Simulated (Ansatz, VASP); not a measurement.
# Si: VASP beside Ansatz

```
Si
1.0
     0.00000    2.61322    2.72211
     2.61322    0.00000    2.72211
     2.61322    2.61322    0.00000
Si
2
Direct
  0.50000 0.50000 0.50000
  0.75000 0.75000 0.75000
```

Change from the starting cell: strain -0.040 along x and y, +0.000 along z, atoms carried along.

Alike in both runs: task single point; functional r2SCAN; k mesh 8 × 8 × 8; occupations gaussian, width 0.05 eV; no spin polarisation.

```csv
,VASP,Ansatz
version,VASP 6.6.1,Ansatz 0.2.0
potentials or method,"VASP PAW PBE potentials, release 64 (Si), cutoff 520 eV","scalar-relativistic, plane waves, PAW"
valence electrons in the cell,8,8
```

```tsv
	VASP	Ansatz	Ansatz less VASP
gap on the k mesh at the Fermi level (eV)	0.45	0.43	-0.017
least direct gap on the mesh (eV)	2.63	2.61	-0.019
pressure (GPa)	9.1	9.3	+0.27
traceless stress, the component that is largest in VASP (GPa)	-3.12	-3.10	+0.023
```

VASP's potentials were made for PBE, not for r2SCAN. The functional is the same, so the differences come from potentials, cutoffs and numerics.
